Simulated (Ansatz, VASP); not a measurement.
## MgSn6N: VASP beside Ansatz

```
Mg Sn N
1.0
     3.41068    1.96916    4.98491
    -3.41068    1.96916    4.98491
     0.00000   -3.93832    4.98491
Mg Sn N
1 6 1
Direct
  0.00000 0.00000 0.00000
  0.06982 0.70864 0.50416
  0.93018 0.29136 0.49584
  0.70864 0.50416 0.06982
  0.29136 0.49584 0.93018
  0.50416 0.06982 0.70864
  0.49584 0.93018 0.29136
  0.50000 0.50000 0.50000
```

Alike in both runs: functional PBE; k mesh 6 × 6 × 6; occupations gaussian, width 0.1 eV; no spin polarisation.

Ansatz relaxed the structure, and its values are those at the end. VASP's run is a single point on that final structure, the one shown.

```csv
,VASP,Ansatz
version,VASP 6.6.1,Ansatz 0.2.0
potentials or method,"VASP PAW PBE potentials, release 64 (Mg, Sn_d, N), cutoff 520 eV","scalar-relativistic, plane waves, PAW"
valence electrons in the cell,91,99
```

```csv
,VASP,Ansatz,Ansatz less VASP
gap on the k mesh at the Fermi level (eV),none,none,-
pressure (GPa),-0.1,0.0,+0.05
rms of the force components (eV/Å),0.005,0.001,-0.0038
```

A gap of «none» marks a metal or a gap that the smearing closes. VASP's potentials hold 91 valence electrons a cell and Ansatz's 99, so a difference there can come from the potentials and not from the codes.
